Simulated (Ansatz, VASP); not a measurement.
## Ga in VASP and in Ansatz

```
CELL_PARAMETERS angstrom
-1.68674 1.68674 1.68674
1.68674 -1.68674 1.68674
1.68674 1.68674 -1.68674
ATOMIC_POSITIONS crystal
Ga 0.00000 0.00000 0.00000
```

Alike in both runs: functional PBE; k mesh 18 × 18 × 18; occupations gaussian, width 0.1 eV; no spin polarisation.

Ansatz relaxed the structure, and its values are those at the end. VASP's run is a single point on that final structure, the one shown.

```csv
,VASP,Ansatz
version,VASP 6.6.1,Ansatz 0.2.0
potentials or method,"VASP PAW PBE potentials, release 64 (Ga_d), cutoff 520 eV","scalar-relativistic, plane waves, PAW"
valence electrons in the cell,13,13
```

|  | VASP | Ansatz | Ansatz less VASP |
| --- | --- | --- | --- |
| gap on the k mesh at the Fermi level (eV) | none | none | - |
| pressure (GPa) | 0.0 | 0.0 | -0.06 |

A gap of «none» marks a metal or a gap that the smearing closes.
